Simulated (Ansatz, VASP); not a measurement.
Two plane-wave programs on NaBe4

```
Na Be
1.0
     2.42080    0.00000    0.00000
    -1.21040    2.09647    0.00000
     0.00000    0.00000   10.39394
Na Be
1 4
Direct
  0.00000 0.00000 0.00000
  0.33333 0.66667 0.75528
  0.33333 0.66667 0.41475
  0.66667 0.33333 0.24472
  0.66667 0.33333 0.58525
```

Change from the starting cell: species swapped into the Co4H type (P-3m1, No. 164).

Alike in both runs: task relaxation of cell and atoms; functional PBE; k mesh 18 × 18 × 4; occupations gaussian, width 0.1 eV; no spin polarisation.

|  | VASP | Ansatz |
| --- | --- | --- |
| version | VASP 6.6.1 | Ansatz 0.2.0 |
| potentials or method | VASP PAW PBE potentials, release 64 (Na_pv, Be), cutoff 600 eV | scalar-relativistic, plane waves, PAW |
| valence electrons in the cell | 15 | 17 |

|  | VASP | Ansatz | Ansatz less VASP |
| --- | --- | --- | --- |
| gap on the k mesh at the Fermi level, each at its own relaxed structure (eV) | none | none | - |
| relaxed volume (Å³/atom) | 10.56 | 10.55 | -0.014 |
| relaxed length of the cell vector where the two differ most in proportion (Å) | 10.403 | 10.395 | -0.0083 |

A gap of «none» marks a metal or a gap that the smearing closes. VASP's potentials hold 15 valence electrons a cell and Ansatz's 17, so a difference there can come from the potentials and not from the codes.
